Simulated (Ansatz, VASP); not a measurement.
Given: the input of a run of VASP 6.6.1 on GaGe3.

File INCAR:

```
SYSTEM = GaGe3
ALGO = Normal
EDIFF = 1E-7
EDIFFG = -0.02
ENCUT = 600
GGA = PS
IBRION = 2
ISIF = 3
ISMEAR = -1
LASPH = .True.
LCHARG = .False.
LREAL = .False.
LWAVE = .False.
NELM = 80
NSW = 80
PREC = Accurate
SIGMA = 0.05
```

KPOINTS

```
k-points
0
Gamma
  6 6 6
  0 0 0
```

POSCAR

```
GaGe3
1.0
    4.2784660000      0.0000000000      0.0000000000
    0.0000000000      4.2784660000      0.0000000000
    0.0000000000      0.0000000000      4.2784660000
Ge Ga
3 1
Direct
    0.5000000000      0.5000000000      0.0000000000
    0.5000000000      0.0000000000      0.5000000000
    0.0000000000      0.5000000000      0.5000000000
    0.0000000000      0.0000000000      0.0000000000
```

Potentials or basis: VASP PAW PBE potentials, release 64 (Ge_d, Ga_d).

Run with:

```sh
$ cat potpaw_PBE.64/Ge_d/POTCAR potpaw_PBE.64/Ga_d/POTCAR > POTCAR
$ mpirun -np 1 vasp_std > vasp.out
```

Task: Translate it to Ansatz 0.2.0. Potentials there: all-electron LAPW, scalar-relativistic.

Result: As run (the cutoff follows the program's own potentials):

Contents of input.yaml:

```yaml
crystal:
  lattice:
    - [4.278466, 0.0, 0.0]
    - [0.0, 4.278466, 0.0]
    - [0.0, 0.0, 4.278466]
  atoms:
    - { symbol: Ge, position: [0.5, 0.5, 0.0] }
    - { symbol: Ge, position: [0.5, 0.0, 0.5] }
    - { symbol: Ge, position: [0.0, 0.5, 0.5] }
    - { symbol: Ga, position: [0.0, 0.0, 0.0] }
kpoints:
  mp_grid: { grid: [6, 6, 6] }
scf:
  occupations: { method: fermi_dirac, width: 0.05 }
hamiltonian:
  xc: pbesol
  pseudopotentials: { kind: all_electron, lapw: { basis_error: 0.002 } }
output:
  forces: true
  stress: true
relax:
  f_tol: 0.02
  max_steps: 60
  cell: {}
```

Potentials or basis: all-electron LAPW, scalar-relativistic.

Run with:

```sh
$ ansatz run input.yaml --threads 2 --pin off --max-ram 8192MiB --backend cpu --events-out ev --progress --plain --runs-dir out
```

Both were run:

|  | VASP | Ansatz | Ansatz less VASP |
| --- | --- | --- | --- |
| relaxed volume (Å³/atom) | 18.44 | 18.47 | +0.037 |
| relaxed length of the cell vector where the two differ most in proportion (Å) | 4.193 | 4.196 | +0.0028 |

VASP's potentials were made for PBE, not for PBEsol. Ansatz ran all-electron here, and VASP with PAW potentials.
